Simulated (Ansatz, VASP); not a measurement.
**MgO in VASP and in Ansatz**

The input INCAR:

```
PREC = Accurate
ENCUT = 520
EDIFF = 1E-7
ISMEAR = -1
SIGMA = 0.02
LREAL = F
LASPH = T
NELM = 100
ALGO = Normal
ISIF = 2
LWAVE = F
LCHARG = T
GGA = PE
LELF = T
LVHAR = T
NBANDS = 16
```

File KPOINTS:

```
regular mesh
0
Gamma
  12 12 6
```

File POSCAR:

```
MgO
1.0
    3.2882171726      0.0000000000      0.0000000000
   -1.6441085863      2.8476796046      0.0000000000
    0.0000000000      0.0000000000      5.0343664182
Mg O
2 2
Direct
    0.3333333333      0.6666666667     -0.0098385168
    0.6666666667      0.3333333333      0.4901614832
    0.3333333333      0.6666666667      0.3848385168
    0.6666666667      0.3333333333      0.8848385168
```

Input for Ansatz:

```yaml
crystal:
  lattice:
    - [3.2882171726, 0.0, 0.0]
    - [-1.6441085863, 2.8476796046, 0.0]
    - [0.0, 0.0, 5.0343664182]
  atoms:
    - { symbol: Mg, position: [0.3333333333, 0.6666666667, -0.0098385168] }
    - { symbol: Mg, position: [0.6666666667, 0.3333333333, 0.4901614832] }
    - { symbol: O, position: [0.3333333333, 0.6666666667, 0.3848385168] }
    - { symbol: O, position: [0.6666666667, 0.3333333333, 0.8848385168] }
kpoints:
  mp_grid: { grid: [12, 12, 6] }
  band_path:
    path:
      - [0.0, 0.0, 0.0]
      - [0.5, 0.0, 0.0]
      - [0.3333333333, 0.3333333333, 0.0]
      - [0.0, 0.0, 0.5]
      - [0.5, 0.0, 0.5]
      - [0.3333333333, 0.3333333333, 0.5]
    npoints: 1
hamiltonian:
  xc: pbe
scf:
  occupations: { method: fermi_dirac, width: 0.02 }
  n_extra_bands: 5
output:
  forces: true
  stress: true
  eigenvalues: true
```

Alike in both runs: task single point; functional PBE; k mesh 12 × 12 × 6; occupations fermi-dirac, width 0.02 eV; no spin polarisation.

|  | VASP | Ansatz |
| --- | --- | --- |
| version | VASP 6.6.1 | Ansatz 0.2.0 |
| potentials or method | VASP PAW PBE potentials, release 64 (Mg, O) | plane waves, PAW |
| plane-wave cutoff (eV) | 520 | 420 |
| valence electrons in the cell | 16 | 32 |

Ansatz gave:

- gap on the k mesh at the Fermi level (eV): 3.56
- pressure (GPa): 3.9
- traceless stress, the component that is largest in VASP (GPa): -0.07
- rms of the force components (eV/Å): 0.009

Question: Estimate VASP's values.

Answer: gap on the k mesh at the Fermi level (eV): 3.54; pressure (GPa): 3.5; traceless stress, the component that is largest in VASP (GPa): -0.04; rms of the force components (eV/Å): 0.009.

Atom by atom the forces differ by 0.001 eV/Å (rms over components). VASP's potentials hold 16 valence electrons a cell and Ansatz's 32, so a difference there can come from the potentials and not from the codes.
